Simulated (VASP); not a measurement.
Here is a VASP 6.6.1 calculation.

File INCAR:

```
SYSTEM = Te2Mo
PREC = Accurate
ENCUT = 520
EDIFF = 1E-7
ISMEAR = -1
SIGMA = 0.02
LREAL = .FALSE.
LASPH = .TRUE.
NELM = 100
ALGO = Normal
ISIF = 2
LWAVE = .FALSE.
LCHARG = .FALSE.
GGA = PE
NBANDS = 20
```

File KPOINTS:

```
regular mesh
0
G
  12 12 4
  0 0 0
```

Contents of POSCAR:

```
Te2Mo
1.0
    3.6184478960      0.0000000000      0.0000000000
   -1.8092239480      3.1336678002      0.0000000000
    0.0000000000      0.0000000000      7.8269141206
Te Mo
2 1
Direct
    0.3333333333      0.6666666667      0.7741131127
    0.3333333333      0.6666666667      0.2258868873
    0.0000000000      0.0000000000      0.0000000000
```

Potentials or basis: VASP PAW PBE potentials, release 64 (Te, Mo_sv).

The run is started by

```console
$ cat potpaw_PBE.64/Te/POTCAR potpaw_PBE.64/Mo_sv/POTCAR > POTCAR
$ mpirun -np 1 vasp_std > vasp.out
```

Problem. Estimate the largest force.

Solution. 0.198 eV/Å.

Problem. What does it give for the pressure?

Solution. -0.3 GPa.

Forces on the atoms (eV/Å):
```
Te   0.000  0.000 -0.198
Te   0.000  0.000  0.198
Mo   0.000  0.000  0.000
```

Caveat: the cell differs from its parent crystal (biaxial xy strain +2.3%); this functional lacks dispersion, which binds the layers, so the pressure and a relaxed spacing across them are unreliable.
